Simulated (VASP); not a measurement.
# HfNb2CN2 (I4/mmm) in VASP: single point with PBE

Aim: the single point of HfNb2CN2 with PBE.

All numbers are computed with VASP 6.6.1; they aren't measurements. Logs are shortened: lines on timing, memory, paths and dates and some standing lists are left out, and cuts for length are marked.

### Step 1. The cell of the first run

Symmetry: I4/mmm, No. 139, tetragonal system. Conventional cell: a = 3.461 Å, b = 3.461 Å, c = 13.389 Å, α = 90.00°, β = 90.00°, γ = 90.00°. Hf (site symmetry 4/mmm) has 4 C at 2.45 Å and 8 Nb at 3.33 Å and 4 Hf at 3.46 Å within 3.5 Å. Within 2.7 Å of Nb (site symmetry 4mm) lie 4 N at 2.05 Å and 1 C at 2.25 Å. Within 3.0 Å of C (site symmetry 4/mmm) lie 2 Nb at 2.25 Å and 4 Hf at 2.45 Å. N (site symmetry -4m2) has 4 Nb at 2.05 Å and 4 N at 2.45 Å within 2.7 Å.

The cell was generated, and may not be a known phase.

### Step 2. Single point, PBE

INCAR

```
ALGO     = Normal         # electronic algorithm
EDIFF    = 1E-6           # SCF threshold, eV
ENCUT    = 520            # plane-wave cutoff, eV
GGA      = PE             # functional
ISIF     = 2              # what is computed and relaxed
ISMEAR   = 0              # smearing method
LASPH    = True           # aspherical terms in the spheres
LCHARG   = False          # write CHGCAR
LREAL    = False          # projectors in reciprocal space
LWAVE    = False          # write WAVECAR
NBANDS   = 34             # bands
NELM     = 80             # most SCF steps
PREC     = Accurate       # precision mode
SIGMA    = 0.1            # smearing width, eV
```

KPOINTS

```
k-points
0
Gamma
  16 16 16
```

POSCAR

```
HfNb2CN2
1.0
   -1.7304979399      1.7304979399      6.6947210029
    1.7304979399     -1.7304979399      6.6947210029
    1.7304979399      1.7304979399     -6.6947210029
Hf Nb C N
1 2 1 2
Direct
    0.0000000000      0.0000000000      0.0000000000
    0.3317332621      0.3317332621      0.0000000000
    0.6682667379      0.6682667379      0.0000000000
    0.5000000000      0.5000000000      0.0000000000
    0.7500000000      0.2500000000      0.5000000000
    0.2500000000      0.7500000000      0.5000000000
```

Potentials or basis: VASP PAW PBE potentials, release 64 (Hf_pv, Nb_sv, C, N).

The run is started by

```
cat potpaw_PBE.64/Hf_pv/POTCAR potpaw_PBE.64/Nb_sv/POTCAR potpaw_PBE.64/C/POTCAR potpaw_PBE.64/N/POTCAR > POTCAR
mpirun -np 1 vasp_std > vasp.out
```

OUTCAR:

```text
EDIFF = 1E-6
   ENCUT = 520
   GGA = PE
   ISIF = 2
   ISMEAR = 0
   LASPH = True
   LREAL = False
   NELM = 80
   PREC = Accurate

 ion  position               nearest neighbor table
   1  0.000  0.000  0.000-   4 2.45   4 2.45   4 2.45   4 2.45   3 3.33   3 3.33   2 3.33   3 3.33
                             2 3.33   3 3.33   2 3.33   2 3.33
   2  0.332  0.332  0.000-   5 2.05   6 2.05   6 2.05   5 2.05   4 2.25   1 3.33   1 3.33   1 3.33
                             1 3.33
   3  0.668  0.668  0.000-   6 2.05   5 2.05   5 2.05   6 2.05   4 2.25   1 3.33   1 3.33   1 3.33
                             1 3.33
   4  0.500  0.500  0.000-   2 2.25   3 2.25   1 2.45   1 2.45   1 2.45   1 2.45
   5  0.750  0.250  0.500-   2 2.05   3 2.05   2 2.05   3 2.05
   6  0.250  0.750  0.500-   2 2.05   3 2.05   2 2.05   3 2.05

  LATTYP: Found a body centered tetragonal cell.
 ALAT       =     3.4609958798
 C/A-ratio  =     3.8686674214

  Lattice vectors:

 A1 = (  -1.7304979399,   1.7304979399,   6.6947210029)
 A2 = (   1.7304979399,  -1.7304979399,   6.6947210029)
 A3 = (   1.7304979399,   1.7304979399,  -6.6947210029)

Analysis of symmetry for initial positions (statically):
=====================================================================
 Subroutine PRICEL returns:
 Original cell was already a primitive cell.

 Routine SETGRP: Setting up the symmetry group for a
 body centered tetragonal supercell.

 Subroutine GETGRP returns: Found 16 space group operations
 (whereof 16 operations were pure point group operations)
 out of a pool of 16 trial point group operations.

The static configuration has the point symmetry D_4h.

Analysis of symmetry for dynamics (positions and initial velocities):
=====================================================================
 Subroutine PRICEL returns:
 Original cell was already a primitive cell.

 Routine SETGRP: Setting up the symmetry group for a
 body centered tetragonal supercell.

 Subroutine GETGRP returns: Found 16 space group operations
 (whereof 16 operations were pure point group operations)
 out of a pool of 16 trial point group operations.

The dynamic configuration has the point symmetry D_4h.

 Subroutine INISYM returns: Found 16 space group operations
 (whereof 16 operations are pure point group operations),
 and found     1 'primitive' translations

----------------------------------------------------------------------------------------

                                     Primitive cell

  volume of cell :      80.1927

  direct lattice vectors                    reciprocal lattice vectors
    -1.730497940  1.730497940  6.694721003     0.000000000  0.288934178  0.074685711
     1.730497940 -1.730497940  6.694721003     0.288934178  0.000000000  0.074685711
     1.730497940  1.730497940 -6.694721003     0.288934178  0.288934178  0.000000000

  length of vectors
     7.128010630  7.128010630  7.128010630     0.298430754  0.298430754  0.408614633

  position of ions in fractional coordinates (direct lattice)
     0.000000000  0.000000000  0.000000000
     0.331733262  0.331733262  0.000000000
     0.668266738  0.668266738  0.000000000
     0.500000000  0.500000000  0.000000000
     0.750000000  0.250000000  0.500000000
     0.250000000  0.750000000  0.500000000

  ion indices of the primitive-cell ions
   primitive index   ion index
                 1           1
                 2           2
                 3           3
                 4           4
                 5           5
                 6           6

----------------------------------------------------------------------------------------

 KPOINTS: k-points

Automatic generation of k-mesh.
 Grid dimensions read from file:
 generate k-points for:   16   16   16

 Generating k-lattice:

  Cartesian coordinates                     Fractional coordinates (reciprocal lattice)
     0.000000000  0.018058386  0.004667857     0.062500000  0.000000000  0.000000000
     0.018058386  0.000000000  0.004667857     0.000000000  0.062500000  0.000000000
     0.018058386  0.018058386  0.000000000     0.000000000  0.000000000  0.062500000

  Length of vectors
     0.018651922  0.018651922  0.025538415

  Shift w.r.t. Gamma in fractional coordinates (k-lattice)
     0.000000000  0.000000000  0.000000000

 Subroutine IBZKPT returns following result:
 ===========================================

 Found    349 irreducible k-points:

 Following reciprocal coordinates:
            Coordinates               Weight
  0.000000  0.000000  0.000000      1.000000
  0.062500  0.000000 -0.000000      8.000000
  0.125000  0.000000 -0.000000      8.000000
  0.187500  0.000000 -0.000000      8.000000
  0.250000  0.000000 -0.000000      8.000000
  0.312500  0.000000 -0.000000      8.000000
[... 16 lines left out ...]
 -0.125000  0.062500  0.000000     16.000000
 -0.062500  0.062500  0.000000      4.000000
 [... further k-points ...]
   k-points           NKPTS =    349   k-points in BZ     NKDIM =    349   number of bands    NBANDS=     34
   number of dos      NEDOS =    301   number of ions     NIONS =      6
   total plane-waves  NPLWV = 157464
   dimension x,y,z NGX =    54 NGY =   54 NGZ =   54
   dimension x,y,z NGXF=   108 NGYF=  108 NGZF=  108
   ions per type =               1   2   1   2
   NGX,Y,Z   is equivalent  to a cutoff of  12.59, 12.59, 12.59 a.u.
   NGXF,Y,Z  is equivalent  to a cutoff of  25.19, 25.19, 25.19 a.u.
 SYSTEM =  unknown system
   PREC   = accura    normal or accurate (medium, high low for compatibility)
   ISTART =      0    job   : 0-new  1-cont  2-samecut
   ICHARG =      2    charge: 1-file 2-atom 10-const
   ISPIN  =      1    spin polarized calculation?
   LNONCOLLINEAR =      F non collinear calculations
   LSORBIT =      F    spin-orbit coupling
   LASPH  =      T    aspherical Exc in radial PAW
   ENCUT  =  520.0 eV  38.22 Ry    6.18 a.u.  13.25 13.25 13.25*2*pi/ulx,y,z
   NELM   =     80;   NELMIN=  2; NELMDL= -5     # of ELM steps
   EDIFF  = 0.1E-05   stopping-criterion for ELM
   LREAL  =      F    real-space projection
   EDIFFG = 0.1E-04   stopping-criterion for IOM
   NSW    =      0    number of steps for IOM
   IBRION =     -1    ionic relax: 0-MD 1-quasi-New 2-CG
   NFREE  =      0    steps in history (QN), initial steepest desc. (CG)
   ISIF   =      2    stress and relaxation
   ISYM   =      2    0-nonsym 1-usesym 2-fastsym
   POTIM  = 0.5000    time-step for ionic-motion
   TEBEG  =    0.0;   TEEND  =   0.0 temperature during run
   PSTRESS=    0.0 pullay stress
   NELECT =      50.0000    total number of electrons
   NUPDOWN=      -1.0000    fix difference up-down
   EMIN   =  10.00;   EMAX   =-10.00  energy-range for DOS
   EFERMI =   0.00;   METHOD = LEGACY
   ISMEAR =     0;   SIGMA  =   0.10  broadening in eV -4-tet -1-fermi 0-gaus
   EFERMI_NEDOS =   21; number of points for ismear=-14 and -15
   IALGO  =     38    algorithm
   IMIX   =      4    mixing-type and parameters
     AMIX     =   0.40;   BMIX     =  1.00
     AMIX_MAG =   1.60;   BMIX_MAG =  1.00
  volume/ion in A,a.u.               =      13.37        90.19
  Fermi-wavevector in a.u.,A,eV,Ry     =   1.398578  2.642929 26.613264  1.956020
  Thomas-Fermi vector in A             =   2.521722
   LORBIT       =      0    0 simple, 1 ext, 2 COOP (PROOUT), +10 PAW based schemes
   GGA     = PE    functional components
   LHFCALC =     F    Hartree Fock is set to
   AEXX    =    0.0000 exact exchange contribution
   IVDW    =     0    specifies the selected vdW correction
   LEPSILON=     F    determine dielectric tensor
   LRPA    =     F    only Hartree local field effects (RPA)
 non-spin polarized calculation
 Gauss-broadening in eV      SIGMA  =   0.10
  energy-cutoff  :      520.00
  volume of cell :       80.19
 maximum number of plane-waves:      2189
 NGX is ok and might be reduce to    54
   NGX = 27   NGY = 27   NGZ = 27

 number of electron      49.9999999 magnetization

 Free energy of the ion-electron system (eV)
  ---------------------------------------------------
  ext. energy  EPLUGINS =         0.00000000
  ---------------------------------------------------
  free energy    TOTEN  =       -59.25037867 eV

  energy without entropy =      -59.23948422  energy(sigma->0) =      -59.24493145

 E-fermi :   8.4231     XC(G=0): -11.9377

 val. band max:        8.4204805195   @ k =  -0.3125   0.4375   0.2500
 cond. band min:       8.4256421202   @ k =   0.3750   0.1875   0.0625
 fundamental gap:      0.0051616007
 Fermi energy:         8.4230776498

 k-point     1 :       0.0000    0.0000    0.0000
  band No.  band energies     occupation
      1     -47.2008      2.00000
      2     -47.1450      2.00000
      3     -23.4417      2.00000
      4     -23.3592      2.00000
      5     -23.3592      2.00000
      6     -23.2021      2.00000
[... 26 lines left out ...]
     33      11.9382      0.00000
     34      13.5233      0.00000

 k-point     2 :       0.0625    0.0000   -0.0000
  band No.  band energies     occupation
      1     -47.1998      2.00000
      2     -47.1451      2.00000
      3     -23.4460      2.00000
      4     -23.3704      2.00000
      5     -23.3571      2.00000
      6     -23.2042      2.00000
[... 26 lines left out ...]
     33      11.9890      0.00000
     34      13.3160      0.00000

 k-point     3 :       0.1250    0.0000   -0.0000
  band No.  band energies     occupation
      1     -47.1968      2.00000
      2     -47.1452      2.00000
      3     -23.4593      2.00000
      4     -23.4012      2.00000
      5     -23.3509      2.00000
      6     -23.2090      2.00000
[... 26 lines left out ...]
     33      12.4490      0.00000
     34      12.9548      0.00000
[... 704 lines left out ...]
 k-point    23 :      -0.1250    0.0625    0.0000
  band No.  band energies     occupation
      1     -47.1958      2.00000
      2     -47.1452      2.00000
      3     -23.4622      2.00000
      4     -23.4000      2.00000
      5     -23.3606      2.00000
      6     -23.2140      2.00000
[... 26 lines left out ...]
     33      12.5095      0.00000
     34      13.0096      0.00000

 k-point    24 :      -0.0625    0.0625    0.0000
  band No.  band energies     occupation
      1     -47.1987      2.00000
      2     -47.1451      2.00000
      3     -23.4498      2.00000
      4     -23.3712      2.00000
      5     -23.3651      2.00000
      6     -23.2078      2.00000
[... 26 lines left out ...]
     33      12.1332      0.00000
     34      13.3616      0.00000

 [... further k-points ...]

------------------------ aborting loop because EDIFF is reached ----------------------------------------

  FORCE on cell =-STRESS in cart. coord.  units (eV):
  Direction    XX          YY          ZZ          XY          YZ          ZX
  --------------------------------------------------------------------------------------
  -------------------------------------------------------------------------------------
  Total       -0.2858353     -0.2858353     -0.2915774      0.0000000     -0.0000000      0.0000000
  in kB       -5.7107314     -5.7107314     -5.8254534      0.0000000     -0.0000000      0.0000000
  external PRESSURE =      -5.7489721 kB  Pullay stress =       0.0000000 kB

 VOLUME and BASIS-vectors are now :
 -----------------------------------------------------------------------------
  energy-cutoff  :      520.00
  volume of cell :       80.19
      direct lattice vectors                 reciprocal lattice vectors
    -1.730497940  1.730497940  6.694721003     0.000000000  0.288934178  0.074685711
     1.730497940 -1.730497940  6.694721003     0.288934178  0.000000000  0.074685711
     1.730497940  1.730497940 -6.694721003     0.288934178  0.288934178  0.000000000

 POSITION                                       TOTAL-FORCE (eV/Angst)
 -----------------------------------------------------------------------------------
      0.00000      0.00000      0.00000        -0.000000     -0.000000      0.000000
      0.00000      0.00000      4.44172         0.000000      0.000000     -0.014024
      0.00000      0.00000      8.94772         0.000000      0.000000      0.014024
      0.00000      0.00000      6.69472        -0.000000     -0.000000      0.000000
      0.00000      1.73050      3.34736        -0.000000     -0.000000     -0.000000
      1.73050      0.00000      3.34736        -0.000000     -0.000000     -0.000000
 -----------------------------------------------------------------------------------
    total drift:                                0.000000     -0.000000      0.000000

  FREE ENERGIE OF THE ION-ELECTRON SYSTEM (eV)
  ---------------------------------------------------
  free  energy   TOTEN  =       -59.2503786668 eV

  energy  without entropy=      -59.2394842242  energy(sigma->0) =      -59.24493145
```

Wall time 30 min (1 thread of Intel Xeon 6975P-C (Granite Rapids), shared host); peak memory 1.1 GiB.

Results:

* Free energy: -59.2504 eV
* Pressure: -0.6 GPa
* Largest force: 0.014 eV/Å
* Band gap on the k mesh: zero (bands 25 and 26 overlap by 1.43 eV)

Forces in eV/Å, atoms in the order of the input:
```
Hf   0.000  0.000  0.000
Nb   0.000  0.000 -0.014
Nb   0.000  0.000  0.014
C    0.000  0.000  0.000
N    0.000  0.000  0.000
N    0.000  0.000  0.000
```

Caveat: spin-orbit coupling is left out, which moves the levels of the heavy elements.
